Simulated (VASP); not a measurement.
Set up this calculation in VASP 6.6.1, as the native input.

```
Task                   : relaxation of cell and atoms
Functional             : PBE
Potentials or basis    : VASP PAW PBE potentials, release 64 (B, P)
Cutoff                 : 600 eV
k mesh                 : 6 × 6 × 6
Occupations            : gaussian, width 0.1 eV
Spin                   : no spin polarisation
Dipole correction      : no
Further INCAR settings : ALGO = Normal; EDIFF = 1e-07; IBRION = 2; EDIFFG = -0.04; NSW = 90; ISIF = 3
```

The structure of B2P3 lies in POSCAR:

```
B2P3
1.0
    2.8091851200      1.6218837900      2.6636635800
   -2.8091851200      1.6218837900      2.6636635800
    0.0000000000     -3.2437675700      2.6636635800
B P
2 3
Direct
    0.5000000000      0.5000000000      0.5000000000
    0.0000000000      0.0000000000      0.0000000000
    0.0000000000      0.0000000000      0.5000000000
    0.5000000000      0.0000000000      0.0000000000
    0.0000000000      0.5000000000      0.0000000000
```

The input as run:

INCAR

```
SYSTEM = B2P3
ALGO     = Normal         ! electronic algorithm
EDIFF    = 1E-7           ! SCF threshold, eV
EDIFFG   = -0.04          ! ionic threshold
ENCUT    = 600            ! plane-wave cutoff, eV
GGA      = PE             ! functional
IBRION   = 2              ! ionic algorithm
ISIF     = 3              ! what is computed and relaxed
ISMEAR   = 0              ! smearing method
LASPH    = .True.         ! aspherical terms in the spheres
LCHARG   = .False.        ! write CHGCAR
LREAL    = .False.        ! projectors in reciprocal space
LWAVE    = .False.        ! write WAVECAR
NELM     = 60             ! most SCF steps
NSW      = 90             ! ionic steps
PREC     = Accurate       ! precision mode
SIGMA    = 0.1            ! smearing width, eV
```

KPOINTS

```
k-points
0
Gamma
  6 6 6
  0 0 0
```

Potentials or basis: VASP PAW PBE potentials, release 64 (B, P).

Launch:

```console
$ cat potpaw_PBE.64/B/POTCAR potpaw_PBE.64/P/POTCAR > POTCAR
$ mpirun -np 1 vasp_std > vasp.out
```

It gave:

```yaml
Relaxed_volume: 12.85 Å³/atom
Relaxed_cell: a = 4.252 Å, b = 4.252 Å, c = 4.252 Å, α = 68.61°, β = 68.61°, γ = 68.61°
Space_group_after_relaxing_to_0.05_Å: R-3m (No. 166)
Energy_gained_by_relaxing: 271.6 meV/atom
Ionic_steps: 9
Pressure_after_relaxing: 0.1 GPa
```

Run time: 4.3 min on 1 thread of Intel(R) Xeon(R) Platinum 8259CL CPU @ 2.50GHz (Skylake/Cascade Lake) (shared host), peak memory 0.22 GiB.
